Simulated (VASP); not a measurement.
Sb:

```
Sb
1.0
     2.18255    1.26009    3.80745
    -2.18255    1.26009    3.80745
     0.00000   -2.52019    3.80745
Sb
2
Direct
  0.76651 0.76651 0.76651
  0.23349 0.23349 0.23349
```

Base run:

* Program: VASP 6.6.1
* Functional: LDA
* Potentials or basis: VASP PAW LDA potentials, release 64 (Sb_d_GW)
* Cutoff: 500 eV
* k mesh: 8 × 8 × 8
* Occupations: fermi-dirac, width 0.05 eV
* Spin: no spin polarisation

Its results: band gap on the k mesh zero (band 15 reaches 4.77 eV, above the bottom of band 16 at 4.49 eV); pressure -3.1 GPa; largest force 0.167 eV/Å.

Problem. The run is repeated on the same cell with these changes: functional from LDA to PBE exchange alone; potentials or basis from VASP PAW LDA potentials, release 64 (Sb_d_GW) to VASP PAW PBE potentials, release 64 (Sb_d_GW). What comes out?

Solution. Band gap on the k mesh zero (band 15 reaches 6.52 eV, above the bottom of band 16 at 6.32 eV); pressure 9.5 GPa; largest force 0.101 eV/Å.

Caveats: spin-orbit coupling is left out, which moves the levels of the heavy elements.
